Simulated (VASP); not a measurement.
Crystal: Co3Bi.

```
Co Bi
1.0
     0.00000    3.06161    3.06161
     3.06161    0.00000    3.06161
     3.06161    3.06161    0.00000
Co Bi
3 1
Direct
  0.25000 0.25000 0.25000
  0.75000 0.75000 0.75000
  0.50000 0.50000 0.50000
  0.00000 0.00000 0.00000
```

Base run:

| Item | Value |
| --- | --- |
| Program | VASP 6.6.1 |
| Functional | r2SCAN |
| Potentials or basis | VASP PAW PBE potentials, release 64 (Co, Bi_d) |
| Cutoff | 520 eV |
| k mesh | 12 × 12 × 12 |
| Occupations | gaussian, width 0.1 eV |
| Spin | no spin polarisation |

Its results: band gap on the k mesh zero (band 21 reaches 10.36 eV, above the bottom of band 22 at 10.21 eV); pressure -12.3 GPa.

The run is repeated on the same cell with these changes: functional from r2SCAN to PBE; further incar settings from ALGO = Normal; EDIFF = 1e-06; NBANDS = 29 to ALGO = Fast; EDIFF = 1e-07; NBANDS = 29. What comes out?

Band gap on the k mesh zero (band 21 reaches 10.44 eV, above the bottom of band 22 at 10.34 eV); pressure -7.1 GPa.

Caveats: spin-orbit coupling is left out, which moves the levels of the heavy elements; the PAW data sets were made with another functional, which shifts forces and pressure a little (some runs).
